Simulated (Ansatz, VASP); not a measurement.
Two plane-wave programs on B

```
B
1.0
     2.45895    1.41968    4.19350
    -2.45895    1.41968    4.19350
     0.00000   -2.83935    4.19350
B
12
Direct
  0.01019 0.65361 0.01019
  0.01019 0.01019 0.65361
  0.65361 0.01019 0.01019
  0.98981 0.34639 0.98981
  0.34639 0.98981 0.98981
  0.98981 0.98981 0.34639
  0.22118 0.63060 0.22118
  0.22118 0.22118 0.63060
  0.63060 0.22118 0.22118
  0.77882 0.36940 0.77882
  0.36940 0.77882 0.77882
  0.77882 0.77882 0.36940
```

Alike in both runs: task relaxation of cell and atoms; functional PBEsol; k mesh 6 × 6 × 6; occupations gaussian, width 0.02 eV; no spin polarisation.

|  | VASP | Ansatz |
| --- | --- | --- |
| version | VASP 6.6.1 | Ansatz 0.2.0 |
| potentials or method | VASP PAW PBE potentials, release 64 (B), cutoff 600 eV | scalar-relativistic, plane waves, PAW |
| valence electrons in the cell | 36 | 36 |

Ansatz gave:

```
gap on the k mesh at the Fermi level, each at its own relaxed structure (eV) : 1.34
relaxed volume (Å³/atom)                                                     : 7.15
relaxed cell length with the largest relative difference (Å)                 : 5.028
```

Q: Which values does VASP return?

A: gap on the k mesh at the Fermi level, each at its own relaxed structure (eV): 1.33; relaxed volume (Å³/atom): 7.16; relaxed cell length with the largest relative difference (Å): 5.030.

VASP's potentials were made for PBE, not for PBEsol.
